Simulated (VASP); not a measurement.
Crystal: CuO.

```xyz
4
Lattice="4.2547 2.1273 2.1273 2.1273 4.2547 2.1273 2.1273 2.1273 4.2547" Properties=species:S:1:pos:R:3 pbc="T T T"
Cu    0.0000    0.0000    0.0000
Cu    4.2547    4.2547    4.2547
O     2.1273    2.1273    2.1273
O     6.3820    6.3820    6.3820
```

Base run:

| Item | Value |
| --- | --- |
| Program | VASP 6.6.1 |
| Functional | PBE |
| Potentials or basis | VASP PAW PBE potentials, release 64 (Cu, O) |
| Cutoff | 520 eV |
| k mesh | 7 × 7 × 7 |
| Occupations | fermi-dirac, width 0.1 eV |
| Spin | collinear spin |
| Starting moments | [1.0, 1.0, 0.0, 0.0] μB |
| Hubbard terms | Cu d U = 3.83 eV |

Its results: net moment 1.82 μB per cell.

Problem. The run is repeated on the same cell with these changes: moments at the start from [1.0, 1.0, 0.0, 0.0] to [1.0, -1.0, 0.0, 0.0]. What comes out?

Solution. Net moment 0.00 μB per cell.
